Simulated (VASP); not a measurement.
# Ti: single point with LDA

Crystal: Ti.

```
CELL_PARAMETERS angstrom
2.86807 0.00000 0.00000
-1.43403 2.48382 0.00000
0.00000 0.00000 4.52313
ATOMIC_POSITIONS crystal
Ti 0.33333 0.66667 0.25000
Ti 0.66667 0.33333 0.75000
```

| Property | Result |
| --- | --- |
| Program | VASP 6.6.1 |
| Task | single point |
| Functional | LDA |
| Potentials or basis | VASP PAW LDA potentials, release 64 (Ti_sv) |
| Cutoff | 520 eV |
| k mesh | 9 × 9 × 4 |
| Occupations | gaussian, width 0.1 eV |
| Spin | no spin polarisation |
| Dipole correction | no |
| Further INCAR settings | ALGO = Fast; EDIFF = 1e-06; NBANDS = 19 |

The pressure is -0.5 GPa and the band gap on the k mesh is zero (band 12 reaches 9.68 eV, above the bottom of band 13 at 8.76 eV).

Stress tensor (GPa, compression positive):
```
-0.49  0.00  0.00
 0.00 -0.49  0.00
 0.00  0.00 -0.57
```

Levels at points of the mesh, in eV from the Fermi level:
```csv
k point,band 8,band 9,band 10,band 11,band 12,band 13,band 14,band 15,band 16,band 17
"(0.00, 0.00, 0.00)",-32.14,-6.25,-2.83,0.80,0.80,0.98,1.19,1.37,1.37,1.72
"(0.00, 0.00, 0.50)",-32.21,-4.29,-4.29,0.14,0.14,0.69,0.69,0.69,0.69,3.06
```

Run time: 69 s on 1 thread of AMD EPYC 7R43 64-Core Processor (Zen 3) (shared host), peak memory 0.11 GiB.
